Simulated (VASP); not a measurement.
# Ir2Rh3 (P-6m2) in VASP: single point with PBE

Aim: the single point of Ir2Rh3 with PBE.

Everything below comes from runs of VASP 6.6.1. Logs are shortened: lines on timing, memory, paths and dates and some standing lists are left out, and cuts for length are marked.

## Step 1: The cell of the first run

Symmetry: P-6m2, No. 187, hexagonal system. Conventional cell: a = 2.735 Å, b = 2.735 Å, c = 22.052 Å, α = 90.00°, β = 90.00°, γ = 120.00°. Ir (site symmetry 3m) has 3 Rh at 2.71 Å and 9 Ir at 2.73 to 2.74 Å within 3.6 Å. Within 3.6 Å of Ir (site symmetry -6m2) lie 6 Rh at 2.70 Å and 6 Ir at 2.74 Å. Ir (site symmetry -6m2) has 12 Ir at 2.73 to 2.74 Å within 3.6 Å. Rh (site symmetry 3m) has 12 Rh at 2.71 to 2.74 Å within 3.6 Å. Within 3.6 Å of Rh (site symmetry 3m) lie 9 Rh at 2.71 to 2.74 Å and 3 Ir at 2.71 Å. Rh (site symmetry 3m) has 3 Ir at 2.70 Å and 9 Rh at 2.71 to 2.74 Å within 3.6 Å.

## Step 2: Single point, PBE

INCAR reads:

```
PREC = Accurate
ENCUT = 520
EDIFF = 1E-6
ISMEAR = 0
SIGMA = 0.1
LREAL = F
LASPH = T
NELM = 100
ALGO = Fast
ISIF = 2
LWAVE = F
LCHARG = F
GGA = PE
NBANDS = 74
```

KPOINTS reads:

```
regular mesh
0
Gamma
  18 18 2
```

POSCAR reads:

```
Ir2Rh3
1.0
    2.7351987859      0.0000000000      0.0000000000
   -1.3675993930      2.3687516330      0.0000000000
    0.0000000000      0.0000000000     22.0516031025
Ir Rh
4 6
Direct
    0.3333333333      0.6666666667      0.8991370919
    0.3333333333      0.6666666667      0.1008629081
    0.3333333333      0.6666666667      0.5000000000
    0.6666666667      0.3333333333      0.0000000000
    0.3333333333      0.6666666667      0.3006286561
    0.3333333333      0.6666666667      0.6993713439
    0.6666666667      0.3333333333      0.7991235233
    0.6666666667      0.3333333333      0.2008764767
    0.6666666667      0.3333333333      0.4004683230
    0.6666666667      0.3333333333      0.5995316770
```

Potentials or basis: VASP PAW PBE potentials, release 64 (Ir, Rh_pv).

Started as:

```
$ cat potpaw_PBE.64/Ir/POTCAR potpaw_PBE.64/Rh_pv/POTCAR > POTCAR
$ mpirun -np 1 vasp_std > vasp.out
```

OUTCAR:

```text
PREC = Accurate
   ENCUT = 520
   EDIFF = 1E-6
   ISMEAR = 0
   LREAL = F
   LASPH = T
   NELM = 100
   ISIF = 2
   GGA = PE

 ion  position               nearest neighbor table
   1  0.333  0.667  0.899-   7 2.71   7 2.71   7 2.71   4 2.73   4 2.73   4 2.73
   2  0.333  0.667  0.101-   8 2.71   8 2.71   8 2.71   4 2.73   4 2.73   4 2.73
   3  0.333  0.667  0.500-   9 2.70  10 2.70   9 2.70  10 2.70   9 2.70  10 2.70
   4  0.667  0.333  0.000-   1 2.73   2 2.73   1 2.73   2 2.73   1 2.73   2 2.73
   5  0.333  0.667  0.301-   8 2.71   8 2.71   8 2.71   9 2.71   9 2.71   9 2.71
   6  0.333  0.667  0.699-   7 2.71   7 2.71   7 2.71  10 2.71  10 2.71  10 2.71
   7  0.667  0.333  0.799-   6 2.71   6 2.71   6 2.71   1 2.71   1 2.71   1 2.71
   8  0.667  0.333  0.201-   5 2.71   5 2.71   5 2.71   2 2.71   2 2.71   2 2.71
   9  0.667  0.333  0.400-   3 2.70   3 2.70   3 2.70   5 2.71   5 2.71   5 2.71
  10  0.667  0.333  0.600-   3 2.70   3 2.70   3 2.70   6 2.71   6 2.71   6 2.71

  LATTYP: Found a hexagonal cell.
 ALAT       =     2.7351987859
 C/A-ratio  =     8.0621573891

  Lattice vectors:

 A1 = (   2.7351987859,   0.0000000000,   0.0000000000)
 A2 = (  -1.3675993930,   2.3687516330,   0.0000000000)
 A3 = (   0.0000000000,   0.0000000000,  22.0516031025)

Analysis of symmetry for initial positions (statically):
=====================================================================
 Subroutine PRICEL returns:
 Original cell was already a primitive cell.

 Routine SETGRP: Setting up the symmetry group for a
 hexagonal supercell.

 Subroutine GETGRP returns: Found 12 space group operations
 (whereof 12 operations were pure point group operations)
 out of a pool of 24 trial point group operations.

The static configuration has the point symmetry D_3h.

Analysis of symmetry for dynamics (positions and initial velocities):
=====================================================================
 Subroutine PRICEL returns:
 Original cell was already a primitive cell.

 Routine SETGRP: Setting up the symmetry group for a
 hexagonal supercell.

 Subroutine GETGRP returns: Found 12 space group operations
 (whereof 12 operations were pure point group operations)
 out of a pool of 24 trial point group operations.

The dynamic configuration has the point symmetry D_3h.

 Subroutine INISYM returns: Found 12 space group operations
 (whereof 12 operations are pure point group operations),
 and found     1 'primitive' translations

----------------------------------------------------------------------------------------

                                     Primitive cell

  volume of cell :     142.8725

  direct lattice vectors                    reciprocal lattice vectors
     2.735198786  0.000000000  0.000000000     0.365604140  0.211081649  0.000000000
    -1.367599393  2.368751633  0.000000000     0.000000000  0.422163297  0.000000000
     0.000000000  0.000000000 22.051603102     0.000000000  0.000000000  0.045348177

  length of vectors
     2.735198786  2.735198786 22.051603102     0.422163297  0.422163297  0.045348177

  position of ions in fractional coordinates (direct lattice)
     0.333333333  0.666666667  0.899137092
     0.333333333  0.666666667  0.100862908
     0.333333333  0.666666667  0.500000000
     0.666666667  0.333333333  0.000000000
     0.333333333  0.666666667  0.300628656
     0.333333333  0.666666667  0.699371344
     0.666666667  0.333333333  0.799123523
     0.666666667  0.333333333  0.200876477
     0.666666667  0.333333333  0.400468323
     0.666666667  0.333333333  0.599531677

  ion indices of the primitive-cell ions
   primitive index   ion index
                 1           1
                 2           2
                 3           3
                 4           4
                 5           5
                 6           6
                 7           7
                 8           8
                 9           9
                10          10

----------------------------------------------------------------------------------------

 KPOINTS: regular mesh

Automatic generation of k-mesh.
 Grid dimensions read from file:
 generate k-points for:   18   18    2

 Generating k-lattice:

  Cartesian coordinates                     Fractional coordinates (reciprocal lattice)
     0.020311341  0.011726758  0.000000000     0.055555556 -0.000000000  0.000000000
     0.000000000  0.023453517  0.000000000     0.000000000  0.055555556  0.000000000
     0.000000000  0.000000000  0.022674088     0.000000000  0.000000000  0.500000000

  Length of vectors
     0.023453517  0.023453517  0.022674088

  Shift w.r.t. Gamma in fractional coordinates (k-lattice)
     0.000000000  0.000000000  0.000000000

 Subroutine IBZKPT returns following result:
 ===========================================

 Found     74 irreducible k-points:

 Following reciprocal coordinates:
            Coordinates               Weight
  0.000000  0.000000  0.000000      1.000000
  0.055556  0.000000  0.000000      6.000000
  0.111111  0.000000  0.000000      6.000000
  0.166667  0.000000  0.000000      6.000000
  0.222222  0.000000  0.000000      6.000000
  0.277778  0.000000  0.000000      6.000000
[... 16 lines left out ...]
  0.333333  0.111111  0.000000     12.000000
  0.388889  0.111111  0.000000     12.000000
 [... further k-points ...]
   k-points           NKPTS =     74   k-points in BZ     NKDIM =     74   number of bands    NBANDS=     74
   number of dos      NEDOS =    301   number of ions     NIONS =     10
   total plane-waves  NPLWV =  67200
   dimension x,y,z NGX =    20 NGY =   20 NGZ =  168
   dimension x,y,z NGXF=    40 NGYF=   40 NGZF=  336
   ions per type =               4   6
   NGX,Y,Z   is equivalent  to a cutoff of  12.16, 12.16, 12.67 a.u.
   NGXF,Y,Z  is equivalent  to a cutoff of  24.31, 24.31, 25.33 a.u.
 SYSTEM =  unknown system
   PREC   = accura    normal or accurate (medium, high low for compatibility)
   ISTART =      0    job   : 0-new  1-cont  2-samecut
   ICHARG =      2    charge: 1-file 2-atom 10-const
   ISPIN  =      1    spin polarized calculation?
   LNONCOLLINEAR =      F non collinear calculations
   LSORBIT =      F    spin-orbit coupling
   LASPH  =      T    aspherical Exc in radial PAW
   ENCUT  =  520.0 eV  38.22 Ry    6.18 a.u.   5.09  5.09 41.00*2*pi/ulx,y,z
   NELM   =    100;   NELMIN=  2; NELMDL= -5     # of ELM steps
   EDIFF  = 0.1E-05   stopping-criterion for ELM
   LREAL  =      F    real-space projection
   EDIFFG = 0.1E-04   stopping-criterion for IOM
   NSW    =      0    number of steps for IOM
   IBRION =     -1    ionic relax: 0-MD 1-quasi-New 2-CG
   NFREE  =      0    steps in history (QN), initial steepest desc. (CG)
   ISIF   =      2    stress and relaxation
   ISYM   =      2    0-nonsym 1-usesym 2-fastsym
   POTIM  = 0.5000    time-step for ionic-motion
   TEBEG  =    0.0;   TEEND  =   0.0 temperature during run
   PSTRESS=    0.0 pullay stress
   NELECT =     126.0000    total number of electrons
   NUPDOWN=      -1.0000    fix difference up-down
   EMIN   =  10.00;   EMAX   =-10.00  energy-range for DOS
   EFERMI =   0.00;   METHOD = LEGACY
   ISMEAR =     0;   SIGMA  =   0.10  broadening in eV -4-tet -1-fermi 0-gaus
   EFERMI_NEDOS =   21; number of points for ismear=-14 and -15
   IALGO  =     68    algorithm
   IMIX   =      4    mixing-type and parameters
     AMIX     =   0.40;   BMIX     =  1.00
     AMIX_MAG =   1.60;   BMIX_MAG =  1.00
  volume/ion in A,a.u.               =      14.29        96.42
  Fermi-wavevector in a.u.,A,eV,Ry     =   1.569937  2.966750 33.534297  2.464701
  Thomas-Fermi vector in A             =   2.671745
   LORBIT       =      0    0 simple, 1 ext, 2 COOP (PROOUT), +10 PAW based schemes
   GGA     = PE    functional components
   LHFCALC =     F    Hartree Fock is set to
   AEXX    =    0.0000 exact exchange contribution
   IVDW    =     0    specifies the selected vdW correction
   LEPSILON=     F    determine dielectric tensor
   LRPA    =     F    only Hartree local field effects (RPA)
 non-spin polarized calculation
 RMM-DIIS sequential band-by-band and
 Gauss-broadening in eV      SIGMA  =   0.10
  energy-cutoff  :      520.00
  volume of cell :      142.87
 maximum number of plane-waves:      3882
   NGX = 11   NGY = 11   NGZ = 83

 number of electron     126.0000030 magnetization

 Free energy of the ion-electron system (eV)
  ---------------------------------------------------
  ext. energy  EPLUGINS =         0.00000000
  ---------------------------------------------------
  free energy    TOTEN  =       -78.58060267 eV

  energy without entropy =      -78.51158126  energy(sigma->0) =      -78.54609197

 E-fermi :  10.9229     XC(G=0): -13.8450

 val. band max:       10.9188081732   @ k =   0.0556   0.0000   0.5000
 cond. band min:      10.9256633120   @ k =   0.3333   0.3333   0.0000
 fundamental gap:      0.0068551388
 Fermi energy:        10.9229095770

 k-point     1 :       0.0000    0.0000    0.0000
  band No.  band energies     occupation
      1     -36.1115      2.00000
      2     -36.1097      2.00000
      3     -35.9388      2.00000
      4     -35.9362      2.00000
      5     -35.6175      2.00000
      6     -35.6166      2.00000
[... 66 lines left out ...]
     73      11.1623      0.00071
     74      11.1968      0.00011

 k-point     2 :       0.0556    0.0000    0.0000
  band No.  band energies     occupation
      1     -36.1069      2.00000
      2     -36.1052      2.00000
      3     -35.9381      2.00000
      4     -35.9356      2.00000
      5     -35.6361      2.00000
      6     -35.6355      2.00000
[... 66 lines left out ...]
     73      11.1580      0.00088
     74      11.5199      0.00000

 k-point     3 :       0.1111    0.0000    0.0000
  band No.  band energies     occupation
      1     -36.0935      2.00000
      2     -36.0921      2.00000
      3     -35.9366      2.00000
      4     -35.9344      2.00000
      5     -35.6795      2.00000
      6     -35.6788      2.00000
[... 1606 lines left out ...]
     73      12.6930      0.00000
     74      14.1499      0.00000

 k-point    24 :       0.3889    0.1111    0.0000
  band No.  band energies     occupation
      1     -36.0847      2.00000
      2     -36.0841      2.00000
      3     -36.0614      2.00000
      4     -36.0611      2.00000
      5     -36.0080      2.00000
      6     -36.0077      2.00000
[... 66 lines left out ...]
     73      13.6248      0.00000
     74      14.7590      0.00000

 [... further k-points ...]

------------------------ aborting loop because EDIFF is reached ----------------------------------------

  FORCE on cell =-STRESS in cart. coord.  units (eV):
  Direction    XX          YY          ZZ          XY          YZ          ZX
  --------------------------------------------------------------------------------------
  -------------------------------------------------------------------------------------
  Total        0.1042849      0.1042849      0.1007282     -0.0000000      0.0000000      0.0000000
  in kB        1.1694548      1.1694548      1.1295701     -0.0000000      0.0000000      0.0000000
  external PRESSURE =       1.1561599 kB  Pullay stress =       0.0000000 kB

 VOLUME and BASIS-vectors are now :
 -----------------------------------------------------------------------------
  energy-cutoff  :      520.00
  volume of cell :      142.87
      direct lattice vectors                 reciprocal lattice vectors
     2.735198786  0.000000000  0.000000000     0.365604140  0.211081649  0.000000000
    -1.367599393  2.368751633  0.000000000     0.000000000  0.422163297  0.000000000
     0.000000000  0.000000000 22.051603102     0.000000000  0.000000000  0.045348177

 POSITION                                       TOTAL-FORCE (eV/Angst)
 -----------------------------------------------------------------------------------
     -0.00000      1.57917     19.82741        -0.000000     -0.000000     -0.021988
     -0.00000      1.57917      2.22419        -0.000000     -0.000000      0.021988
     -0.00000      1.57917     11.02580        -0.000000     -0.000000     -0.000000
      1.36760      0.78958      0.00000        -0.000000     -0.000000     -0.000000
     -0.00000      1.57917      6.62934         0.000000     -0.000000     -0.001276
     -0.00000      1.57917     15.42226         0.000000     -0.000000      0.001276
      1.36760      0.78958     17.62195         0.000000      0.000000     -0.015789
      1.36760      0.78958      4.42965        -0.000000     -0.000000      0.015789
      1.36760      0.78958      8.83097        -0.000000     -0.000000     -0.021328
      1.36760      0.78958     13.22063        -0.000000     -0.000000      0.021328
 -----------------------------------------------------------------------------------
    total drift:                                0.000001     -0.000000      0.000000

  FREE ENERGIE OF THE ION-ELECTRON SYSTEM (eV)
  ---------------------------------------------------
  free  energy   TOTEN  =       -78.5806026733 eV

  energy  without entropy=      -78.5115812623  energy(sigma->0) =      -78.54609197
```

Run time: 44 min. Hardware: 1 thread of Intel Xeon Platinum 8488C (Sapphire Rapids), shared host; peak memory 0.65 GiB.

Results:

```yaml
Free_energy: -78.5806 eV
Pressure: 0.1 GPa
Largest_force: 0.022 eV/Å
Band_gap_on_the_k_mesh: zero (bands 63 and 64 overlap by 2.14 eV)
```

Forces in eV/Å, atoms in the order of the input:
```
Ir   0.000  0.000 -0.022
Ir   0.000  0.000  0.022
Ir   0.000  0.000  0.000
Ir   0.000  0.000  0.000
Rh   0.000  0.000 -0.001
Rh   0.000  0.000  0.001
Rh   0.000  0.000 -0.016
Rh   0.000  0.000  0.016
Rh   0.000  0.000 -0.021
Rh   0.000  0.000  0.021
```

Levels at points of the mesh, in eV from the Fermi level:
```csv
k point,band 60,band 61,band 62,band 63,band 64,band 65
"(0.00, 0.00, 0.00)",-1.58,-1.58,-1.35,-0.83,-0.83,-0.82
"(0.50, 0.00, 0.00)",0.47,0.48,0.60,0.61,0.74,0.83
"(0.00, 0.00, 0.50)",-1.87,-1.23,-1.23,-1.21,-1.21,-0.52
"(0.50, 0.00, 0.50)",0.46,0.55,0.60,0.61,0.65,0.83
```

Caveat: spin-orbit coupling is left out, which moves the levels of the heavy elements.
